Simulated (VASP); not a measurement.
# As (R-3m) in VASP: a series of runs, part 2 of 2

VASP 6.6.1.

**4. Single point, PBE**

This run uses another cell than the first one, of 21.53 Å³/atom, 1.020 times its volume.

The input, INCAR:

```
SYSTEM = As
PREC = Accurate
ENCUT = 600
EDIFF = 1E-6
ISMEAR = 0
SIGMA = 0.028000000000000004
LREAL = .False.
LASPH = .True.
NELM = 120
ALGO = Normal
ISIF = 2
LWAVE = .False.
LCHARG = .False.
GGA = PE
NBANDS = 22
GGA_COMPAT = .False.
```

The input, KPOINTS:

```
Automatic mesh
0
Gamma
  9 9 9
  0 0 0
```

The input, POSCAR:

```
As
1.0
    1.8807968987      1.0858785957      3.5140619945
   -1.8807968987      1.0858785957      3.5140619945
    0.0000000000     -2.1717571915      3.5140619945
As
2
Direct
    0.2260000000      0.2260000000      0.2260000000
    0.7740000000      0.7740000000      0.7740000000
```

Potentials or basis: VASP PAW PBE potentials, release 64 (As_d).

The run is started by

```console
cat potpaw_PBE.64/As_d/POTCAR > POTCAR
mpirun -np 1 vasp_std > vasp.out
```

OUTCAR:

```text
SYSTEM = As
   PREC = Accurate
   ENCUT = 600
   EDIFF = 1E-6
   ISMEAR = 0
   LREAL = .False.
   LASPH = .True.
   NELM = 120
   ISIF = 2
   GGA = PE

 ion  position               nearest neighbor table
   1  0.226  0.226  0.226-   2 2.51   2 2.51   2 2.51
   2  0.774  0.774  0.774-   1 2.51   1 2.51   1 2.51

  LATTYP: Found a trigonal (rhomboedric) cell.
 ALAT       =     4.1310000000
 COS(alpha) =     0.5854247172

  Lattice vectors:

 A1 = (   1.8807968987,   1.0858785957,   3.5140619945)
 A2 = (  -1.8807968987,   1.0858785957,   3.5140619945)
 A3 = (   0.0000000000,  -2.1717571915,   3.5140619945)

Analysis of symmetry for initial positions (statically):
=====================================================================
 Subroutine PRICEL returns:
 Original cell was already a primitive cell.

 Routine SETGRP: Setting up the symmetry group for a
 trigonal (rhombohedral) supercell.

 Subroutine GETGRP returns: Found 12 space group operations
 (whereof 12 operations were pure point group operations)
 out of a pool of 12 trial point group operations.

The static configuration has the point symmetry D_3d.

[... 153 lines left out ...]
 Free energy of the ion-electron system (eV)
  ---------------------------------------------------
  ext. energy  EPLUGINS =         0.00000000
  ---------------------------------------------------
  free energy    TOTEN  =        -9.34057244 eV

  energy without entropy =       -9.34054575  energy(sigma->0) =       -9.34055910

 E-fermi :   3.7919     XC(G=0): -10.6537

 val. band max:        3.7493270111   @ k =   0.3333   0.2222   0.2222
 cond. band min:       3.8342209412   @ k =   0.4444   0.3333   0.3333
 fundamental gap:      0.0848939301
 Fermi energy:         3.7918967734

 k-point     1 :       0.0000    0.0000    0.0000
  band No.  band energies     occupation
      1     -32.5000      2.00000
      2     -32.5000      2.00000
      3     -32.4540      2.00000
      4     -32.4540      2.00000
      5     -32.4195      2.00000
      6     -32.3830      2.00000
[... 589 lines left out ...]
     21      15.3077      0.00000
     22      16.6761      0.00000

 [... further k-points ...]
[... 5 lines left out ...]
  --------------------------------------------------------------------------------------
  -------------------------------------------------------------------------------------
  Total        1.0509599      1.0509599      0.9225880      0.0000000     -0.0000000      0.0000000
  in kB       39.1032519     39.1032518     34.3268953      0.0000000     -0.0000000      0.0000000
  external PRESSURE =      37.5111330 kB  Pullay stress =       0.0000000 kB

 VOLUME and BASIS-vectors are now :
 -----------------------------------------------------------------------------
  energy-cutoff  :      600.00
  volume of cell :       43.06
      direct lattice vectors                 reciprocal lattice vectors
     1.880796899  1.085878596  3.514061995     0.265844760  0.153485544  0.094856987
    -1.880796899  1.085878596  3.514061995    -0.265844760  0.153485544  0.094856987
     0.000000000 -2.171757191  3.514061995     0.000000000 -0.306971087  0.094856987

 POSITION                                       TOTAL-FORCE (eV/Angst)
 -----------------------------------------------------------------------------------
      0.00000     -0.00000      2.38253         0.000000     -0.000000      0.445056
      0.00000     -0.00000      8.15965         0.000000      0.000000     -0.445056
 -----------------------------------------------------------------------------------
    total drift:                               -0.000000      0.000000     -0.000000

  FREE ENERGIE OF THE ION-ELECTRON SYSTEM (eV)
  ---------------------------------------------------
  free  energy   TOTEN  =        -9.3405724442 eV

  energy  without entropy=       -9.3405457468  energy(sigma->0) =       -9.34055910
```

OSZICAR:

```text
N       E                     dE             d eps       ncg     rms          rms(c)
DAV:   1     0.210763536464E+03    0.21076E+03   -0.14219E+04  4918   0.707E+03
DAV:   2     0.218574965378E+02   -0.18891E+03   -0.17946E+03  3800   0.933E+02
DAV:   3    -0.778259548212E+01   -0.29640E+02   -0.28958E+02  4076   0.154E+02
DAV:   4    -0.933348264218E+01   -0.15509E+01   -0.15472E+01  4484   0.404E+01
DAV:   5    -0.936392606423E+01   -0.30443E-01   -0.30443E-01  4108   0.700E+00    0.401E+00
DAV:   6    -0.934822204346E+01    0.15704E-01   -0.10846E-02  4982   0.128E+00    0.238E+00
DAV:   7    -0.934027515287E+01    0.79469E-02   -0.13305E-02  5218   0.114E+00    0.106E-01
DAV:   8    -0.934051837660E+01   -0.24322E-03   -0.10695E-03  4364   0.403E-01    0.384E-02
DAV:   9    -0.934057036304E+01   -0.51986E-04   -0.87389E-05  4496   0.761E-02    0.800E-03
DAV:  10    -0.934057164628E+01   -0.12832E-05   -0.72719E-06  4390   0.359E-02    0.432E-03
DAV:  11    -0.934057244422E+01   -0.79794E-06   -0.15630E-06  3546   0.879E-03
   1 F= -.93405724E+01 E0= -.93405591E+01  d E =-.266974E-04
```

Wall time 95 s (1 thread of AMD EPYC 7R43 (Zen 3), shared host); peak memory 0.21 GiB.

What came out:

* Free energy: -9.3406 eV
* Pressure: 3.8 GPa
* Largest force: 0.445 eV/Å
* Band gap on the k mesh: zero (band 15 reaches 3.83 eV, above the bottom of band 16 at 3.73 eV)

Forces on the atoms (eV/Å):
```
As   0.000  0.000  0.445
As   0.000  0.000 -0.445
```

Stress tensor (GPa, compression positive):
```
3.91 0.00 0.00
0.00 3.91 0.00
0.00 0.00 3.43
```

Levels at points of the mesh, in eV from the Fermi level:
| k point | band 12 | band 13 | band 14 | band 15 | band 16 | band 17 | band 18 | band 19 |
| --- | --- | --- | --- | --- | --- | --- | --- | --- |
| (0.00, 0.00, 0.00) | -5.79 | -2.47 | -2.04 | -2.04 | 1.60 | 2.91 | 2.91 | 6.93 |

**5. Single point, PBE**

This run uses another cell than the first one, of 21.53 Å³/atom, 1.020 times its volume.

The input, INCAR:

```
ALGO = Normal
EDIFF = 1E-6
ENCUT = 600
GGA = PE
GGA_COMPAT = False
ISIF = 2
ISMEAR = 0
LASPH = True
LCHARG = True
LELF = True
LREAL = False
LVHAR = True
LWAVE = False
NBANDS = 22
NELM = 120
PREC = Accurate
SIGMA = 0.026000000000000002
```

The input, KPOINTS:

```
k-points
0
Gamma
  9 9 9
```

POSCAR is that of step 4.

Potentials or basis: VASP PAW PBE potentials, release 64 (As_d).

The run is started by

```console
cat potpaw_PBE.64/As_d/POTCAR > POTCAR
mpirun -np 1 vasp_std > vasp.out
```

OUTCAR:

```text
EDIFF = 1E-6
   ENCUT = 600
   GGA = PE
   ISIF = 2
   ISMEAR = 0
   LASPH = True
   LREAL = False
   NELM = 120
   PREC = Accurate

 ion  position               nearest neighbor table
   1  0.226  0.226  0.226-   2 2.51   2 2.51   2 2.51
   2  0.774  0.774  0.774-   1 2.51   1 2.51   1 2.51

  LATTYP: Found a trigonal (rhomboedric) cell.
 ALAT       =     4.1310000000
 COS(alpha) =     0.5854247172

  Lattice vectors:

 A1 = (   1.8807968987,   1.0858785957,   3.5140619945)
 A2 = (  -1.8807968987,   1.0858785957,   3.5140619945)
 A3 = (   0.0000000000,  -2.1717571915,   3.5140619945)

Analysis of symmetry for initial positions (statically):
=====================================================================
 Subroutine PRICEL returns:
 Original cell was already a primitive cell.

 Routine SETGRP: Setting up the symmetry group for a
 trigonal (rhombohedral) supercell.

 Subroutine GETGRP returns: Found 12 space group operations
 (whereof 12 operations were pure point group operations)
 out of a pool of 12 trial point group operations.

The static configuration has the point symmetry D_3d.

Analysis of symmetry for dynamics (positions and initial velocities):
=====================================================================
 Subroutine PRICEL returns:
 Original cell was already a primitive cell.

 Routine SETGRP: Setting up the symmetry group for a
 trigonal (rhombohedral) supercell.

 Subroutine GETGRP returns: Found 12 space group operations
 (whereof 12 operations were pure point group operations)
 out of a pool of 12 trial point group operations.

The dynamic configuration has the point symmetry D_3d.

 Subroutine INISYM returns: Found 12 space group operations
 (whereof 12 operations are pure point group operations),
 and found     1 'primitive' translations

----------------------------------------------------------------------------------------

                                     Primitive cell

  volume of cell :      43.0610

  direct lattice vectors                    reciprocal lattice vectors
     1.880796899  1.085878596  3.514061995     0.265844760  0.153485544  0.094856987
    -1.880796899  1.085878596  3.514061995    -0.265844760  0.153485544  0.094856987
     0.000000000 -2.171757191  3.514061995     0.000000000 -0.306971087  0.094856987

  length of vectors
     4.131000000  4.131000000  4.131000000     0.321292852  0.321292852  0.321292852

  position of ions in fractional coordinates (direct lattice)
     0.226000000  0.226000000  0.226000000
     0.774000000  0.774000000  0.774000000

  ion indices of the primitive-cell ions
   primitive index   ion index
                 1           1
                 2           2

----------------------------------------------------------------------------------------

 KPOINTS: k-points

Automatic generation of k-mesh.
 Grid dimensions read from file:
 generate k-points for:    9    9    9

 Generating k-lattice:

  Cartesian coordinates                     Fractional coordinates (reciprocal lattice)
     0.029538307  0.017053949  0.010539665     0.111111111  0.000000000 -0.000000000
    -0.029538307  0.017053949  0.010539665     0.000000000  0.111111111 -0.000000000
     0.000000000 -0.034107899  0.010539665    -0.000000000 -0.000000000  0.111111111

  Length of vectors
     0.035699206  0.035699206  0.035699206

  Shift w.r.t. Gamma in fractional coordinates (k-lattice)
     0.000000000  0.000000000  0.000000000

 Subroutine IBZKPT returns following result:
 ===========================================

 Found     85 irreducible k-points:

 Following reciprocal coordinates:
            Coordinates               Weight
  0.000000  0.000000  0.000000      1.000000
  0.111111 -0.000000 -0.000000      6.000000
  0.222222 -0.000000 -0.000000      6.000000
  0.333333 -0.000000 -0.000000      6.000000
  0.444444 -0.000000 -0.000000      6.000000
  0.111111  0.111111 -0.000000      6.000000
[... 16 lines left out ...]
 -0.333333  0.333333  0.000000      6.000000
  0.444444  0.444444 -0.000000      6.000000
 [... further k-points ...]
   k-points           NKPTS =     85   k-points in BZ     NKDIM =     85   number of bands    NBANDS=     22
   number of dos      NEDOS =    301   number of ions     NIONS =      2
   total plane-waves  NPLWV =  46656
   dimension x,y,z NGX =    36 NGY =   36 NGZ =   36
   dimension x,y,z NGXF=    72 NGYF=   72 NGZF=   72
   ions per type =               2
   NGX,Y,Z   is equivalent  to a cutoff of  14.49, 14.49, 14.49 a.u.
   NGXF,Y,Z  is equivalent  to a cutoff of  28.98, 28.98, 28.98 a.u.
 SYSTEM =  unknown system
   PREC   = accura    normal or accurate (medium, high low for compatibility)
   ISTART =      0    job   : 0-new  1-cont  2-samecut
   ICHARG =      2    charge: 1-file 2-atom 10-const
   ISPIN  =      1    spin polarized calculation?
   LNONCOLLINEAR =      F non collinear calculations
   LSORBIT =      F    spin-orbit coupling
   LASPH  =      T    aspherical Exc in radial PAW
   ENCUT  =  600.0 eV  44.10 Ry    6.64 a.u.   8.25  8.25  8.25*2*pi/ulx,y,z
   NELM   =    120;   NELMIN=  2; NELMDL= -5     # of ELM steps
   EDIFF  = 0.1E-05   stopping-criterion for ELM
   LREAL  =      F    real-space projection
   EDIFFG = 0.1E-04   stopping-criterion for IOM
   NSW    =      0    number of steps for IOM
   IBRION =     -1    ionic relax: 0-MD 1-quasi-New 2-CG
   NFREE  =      0    steps in history (QN), initial steepest desc. (CG)
   ISIF   =      2    stress and relaxation
   ISYM   =      2    0-nonsym 1-usesym 2-fastsym
   POTIM  = 0.5000    time-step for ionic-motion
   TEBEG  =    0.0;   TEEND  =   0.0 temperature during run
   PSTRESS=    0.0 pullay stress
   NELECT =      30.0000    total number of electrons
   NUPDOWN=      -1.0000    fix difference up-down
   EMIN   =  10.00;   EMAX   =-10.00  energy-range for DOS
   EFERMI =   0.00;   METHOD = LEGACY
   ISMEAR =     0;   SIGMA  =   0.03  broadening in eV -4-tet -1-fermi 0-gaus
   EFERMI_NEDOS =   21; number of points for ismear=-14 and -15
   IALGO  =     38    algorithm
   IMIX   =      4    mixing-type and parameters
     AMIX     =   0.40;   BMIX     =  1.00
     AMIX_MAG =   1.60;   BMIX_MAG =  1.00
  volume/ion in A,a.u.               =      21.53       145.29
  Fermi-wavevector in a.u.,A,eV,Ry     =   1.451289  2.742539 28.657140  2.106240
  Thomas-Fermi vector in A             =   2.568803
   LORBIT       =      0    0 simple, 1 ext, 2 COOP (PROOUT), +10 PAW based schemes
   GGA     = PE    functional components
   LHFCALC =     F    Hartree Fock is set to
   AEXX    =    0.0000 exact exchange contribution
   IVDW    =     0    specifies the selected vdW correction
   LEPSILON=     F    determine dielectric tensor
   LRPA    =     F    only Hartree local field effects (RPA)
 non-spin polarized calculation
 Gauss-broadening in eV      SIGMA  =   0.03
  energy-cutoff  :      600.00
  volume of cell :       43.06
 maximum number of plane-waves:      1461
 NGX is ok and might be reduce to    36
   NGX = 17   NGY = 17   NGZ = 17

 number of electron      30.0000004 magnetization

 Free energy of the ion-electron system (eV)
  ---------------------------------------------------
  ext. energy  EPLUGINS =         0.00000000
  ---------------------------------------------------
  free energy    TOTEN  =        -9.34057086 eV

  energy without entropy =       -9.34055382  energy(sigma->0) =       -9.34056234

 E-fermi :   3.7918     XC(G=0): -10.6537

 val. band max:        3.7493361709   @ k =   0.3333   0.2222   0.2222
 cond. band min:       3.8342280511   @ k =   0.4444   0.3333   0.3333
 fundamental gap:      0.0848918802
 Fermi energy:         3.7918477756

 k-point     1 :       0.0000    0.0000    0.0000
  band No.  band energies     occupation
      1     -32.4999      2.00000
      2     -32.4999      2.00000
      3     -32.4540      2.00000
      4     -32.4540      2.00000
      5     -32.4195      2.00000
      6     -32.3829      2.00000
[... 14 lines left out ...]
     21      11.2245      0.00000
     22      12.6819      0.00000

 k-point     2 :       0.1111   -0.0000   -0.0000
  band No.  band energies     occupation
      1     -32.4987      2.00000
      2     -32.4964      2.00000
      3     -32.4526      2.00000
      4     -32.4512      2.00000
      5     -32.4186      2.00000
      6     -32.3847      2.00000
[... 14 lines left out ...]
     21      10.5834      0.00000
     22      13.6236      0.00000
[... 523 lines left out ...]
     21      13.9854      0.00000
     22      16.5420      0.00000

 k-point    24 :       0.4444    0.4444   -0.0000
  band No.  band energies     occupation
      1     -32.4979      2.00000
      2     -32.4617      2.00000
      3     -32.4386      2.00000
      4     -32.4207      2.00000
      5     -32.4095      2.00000
      6     -32.4076      2.00000
[... 14 lines left out ...]
     21      15.3078      0.00000
     22      16.6761      0.00000

 [... further k-points ...]
[... 5 lines left out ...]
  --------------------------------------------------------------------------------------
  -------------------------------------------------------------------------------------
  Total        1.0509625      1.0509625      0.9230781      0.0000000     -0.0000000     -0.0000000
  in kB       39.1033502     39.1033502     34.3451307      0.0000000     -0.0000000     -0.0000000
  external PRESSURE =      37.5172771 kB  Pullay stress =       0.0000000 kB

 VOLUME and BASIS-vectors are now :
 -----------------------------------------------------------------------------
  energy-cutoff  :      600.00
  volume of cell :       43.06
      direct lattice vectors                 reciprocal lattice vectors
     1.880796899  1.085878596  3.514061995     0.265844760  0.153485544  0.094856987
    -1.880796899  1.085878596  3.514061995    -0.265844760  0.153485544  0.094856987
     0.000000000 -2.171757191  3.514061995     0.000000000 -0.306971087  0.094856987

 POSITION                                       TOTAL-FORCE (eV/Angst)
 -----------------------------------------------------------------------------------
      0.00000     -0.00000      2.38253         0.000000     -0.000000      0.445087
      0.00000     -0.00000      8.15965         0.000000      0.000000     -0.445087
 -----------------------------------------------------------------------------------
    total drift:                               -0.000000      0.000000     -0.000000

  FREE ENERGIE OF THE ION-ELECTRON SYSTEM (eV)
  ---------------------------------------------------
  free  energy   TOTEN  =        -9.3405708554 eV

  energy  without entropy=       -9.3405538247  energy(sigma->0) =       -9.34056234
```

stdout:

```text
POSCAR found type information on POSCAR As
 POSCAR found :  1 types and       2 ions
 scaLAPACK will be used
 LDA part: xc-table for (Slater+PW92), standard interpolation
 POSCAR, INCAR and KPOINTS ok, starting setup
 FFT: planning ... GRIDC
 FFT: planning ... GRID_SOFT
 FFT: planning ... GRID
 WAVECAR not read
 entering main loop
```

Wall time 44 s (1 thread of Intel Xeon 6975P-C (Granite Rapids), shared host); peak memory 0.24 GiB.

Results:

* Free energy: -9.3406 eV
* Pressure: 3.8 GPa
* Largest force: 0.445 eV/Å
* Band gap on the k mesh: zero (band 15 reaches 3.83 eV, above the bottom of band 16 at 3.73 eV)

Forces on the atoms (eV/Å):
```
As   0.000  0.000  0.445
As   0.000  0.000 -0.445
```

Levels at points of the mesh, in eV from the Fermi level:
| k point | band 13 | band 14 | band 15 | band 16 | band 17 | band 18 |
| --- | --- | --- | --- | --- | --- | --- |
| (0.00, 0.00, 0.00) | -2.47 | -2.04 | -2.04 | 1.60 | 2.91 | 2.91 |

**6. Overview**

```csv
level,potentials or basis,cell,smearing,gap on the mesh (eV),pressure (GPa),largest force (eV/Å)
LDA,"VASP PAW LDA potentials, release 64 (As_d)","a = 4.103 Å, angles 54.2°, 2 atoms",fermi-dirac 0.05 eV,none,0.4,0.43
PBE+D3(BJ),"VASP PAW PBE potentials, release 64 (As_d)","a = 4.015 Å, angles 56.2°, 2 atoms",fermi-dirac 0.05 eV,0.09,0.1,0.01
PBE,"VASP PAW PBE potentials, release 64 (As_d)","a = 4.131 Å, angles 54.2°, 2 atoms",gaussian 0.028 eV,none,3.8,0.45
PBE,"VASP PAW PBE potentials, release 64 (As_d)","a = 4.131 Å, angles 54.2°, 2 atoms",gaussian 0.026 eV,none,3.8,0.45
```

Alike in all rows: task single point; no spin polarisation; k mesh 9 × 9 × 9; cutoff (eV) 600.

Absolute energies hang on the potentials; compare differences alone.
